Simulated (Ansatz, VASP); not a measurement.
One calculation of Pt, two programs

Contents of INCAR:

```
SYSTEM = Pt
AGGAC = 1.0
AGGAX = 1.0
ALDAC = 0.0
ALDAX = 1.0
ALGO = Normal
EDIFF = 1E-6
ENCUT = 570
GGA = B5
GGA_COMPAT = .False.
ISIF = 2
ISMEAR = -1
LASPH = .True.
LCHARG = .False.
LREAL = .False.
LWAVE = .False.
NBANDS = 44
NELM = 120
PREC = Accurate
SIGMA = 0.1
```

KPOINTS

```
k-points
0
Gamma
  14 14 4
  0 0 0
```

Contents of POSCAR:

```
Pt
1.0
    2.8416517258      0.0000000000      0.0000000000
   -1.4208258629      2.4609425832      0.0000000000
    0.0000000000      0.0000000000      9.5603629235
Pt
4
Direct
    1.0000000000      1.0000000000      0.0000000000
    1.0000000000      1.0000000000      0.5000000000
    0.3333333333      0.6666666667      0.2500000000
    0.6666666667      0.3333333333      0.7500000000
```

Input for Ansatz:

```yaml
crystal:
  lattice:
    - [2.8416517258, 0.0, 0.0]
    - [-1.4208258629, 2.4609425832, 0.0]
    - [0.0, 0.0, 9.5603629235]
  atoms:
    - { symbol: Pt, position: [1.0, 1.0, 0.0] }
    - { symbol: Pt, position: [1.0, 1.0, 0.5] }
    - { symbol: Pt, position: [0.3333333333, 0.6666666667, 0.25] }
    - { symbol: Pt, position: [0.6666666667, 0.3333333333, 0.75] }
hamiltonian:
  xc: blyp
  pseudopotentials:
    kind: paw
    azcp:
      Pt: "pseudopotentials/Pt.paw.azcp"
basis:
  ecutwfc: 420
  fft_grid_basis: typed
kpoints:
  mp_grid: { grid: [14, 14, 4], shift: [0, 0, 0] }
magnetization:
  spin_polarized: false
scf:
  occupations: { method: fermi_dirac, width: 0.1 }
  lower_state_search: "off"
output:
  stress: true
```

Alike in both runs: task single point; functional BLYP; k mesh 14 × 14 × 4; occupations fermi-dirac, width 0.1 eV; no spin polarisation.

```csv
,VASP,Ansatz
version,VASP 6.6.1,Ansatz 0.2.0
potentials or method,"VASP PAW PBE potentials, release 64 (Pt_sv_GW), cutoff 570 eV","plane waves (420 eV) with PAW, scalar-relativistic"
valence electrons in the cell,72,72
```

```csv
,VASP,Ansatz,Ansatz less VASP
pressure (GPa),-0.3,-0.1,+0.26
"traceless stress, the component that is largest in VASP (GPa)",-0.14,-0.07,+0.078
```

VASP's potentials were made for PBE, not for BLYP. With one functional, cell and mesh, what is left measures potentials, basis and numerics.

Neither program's run includes spin-orbit coupling.
